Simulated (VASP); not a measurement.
Wanted: the native input for a VASP 6.6.1 run.

* Task: single point
* Functional: LDA
* Potentials or basis: VASP PAW LDA potentials, release 64 (Cs_sv, H)
* Cutoff: 520 eV
* k mesh: 5 × 5 × 5
* Occupations: gaussian, width 0.05 eV
* Spin: no spin polarisation
* Dipole correction: no
* Further INCAR settings: ALGO = Normal; EDIFF = 1e-06; NBANDS = 12

The structure of CsH lies in POSCAR:

```
CsH
1.0
   -0.0797000000      3.1880000000      3.1880000000
    3.1880000000     -0.0797000000      3.1880000000
    3.1083000000      3.1083000000      0.0000000000
Cs H
1 1
Direct
    0.0000000000      0.0000000000      0.0000000000
    0.5000000000      0.5000000000      0.5000000000
```

The input as run:

INCAR

```
SYSTEM = CsH
PREC     = Accurate       ! precision mode
ENCUT    = 520            ! plane-wave cutoff, eV
EDIFF    = 1E-6           ! SCF threshold, eV
ISMEAR   = 0              ! smearing method
SIGMA    = 0.05           ! smearing width, eV
LREAL    = .FALSE.        ! projectors in reciprocal space
LASPH    = .TRUE.         ! aspherical terms in the spheres
NELM     = 80             ! most SCF steps
ALGO     = Normal         ! electronic algorithm
ISIF     = 2              ! what is computed and relaxed
LWAVE    = .FALSE.        ! write WAVECAR
LCHARG   = .TRUE.         ! write CHGCAR
GGA      = CA             ! functional
LELF     = .TRUE.         ! ELF
LVHAR    = .TRUE.       
NBANDS   = 12             ! bands
```

KPOINTS

```
Automatic mesh
0
G
  5 5 5
  0 0 0
```

Potentials or basis: VASP PAW LDA potentials, release 64 (Cs_sv, H).

Run with:

```console
$ cat potpaw_LDA.64/Cs_sv/POTCAR potpaw_LDA.64/H/POTCAR > POTCAR
$ mpirun -np 1 vasp_std > vasp.out
```

Results of the run:

```json
{"Pressure": "-1.2 GPa", "Band gap on the k mesh": "2.43 eV, indirect (least direct gap 2.46 eV)"}
```

Caveat: spin-orbit coupling is left out, which moves the levels of the heavy elements.

Wall time 16 s on 1 thread of AMD EPYC 7R13 Processor (Zen 3), with other jobs on the host, peak memory 0.15 GiB.
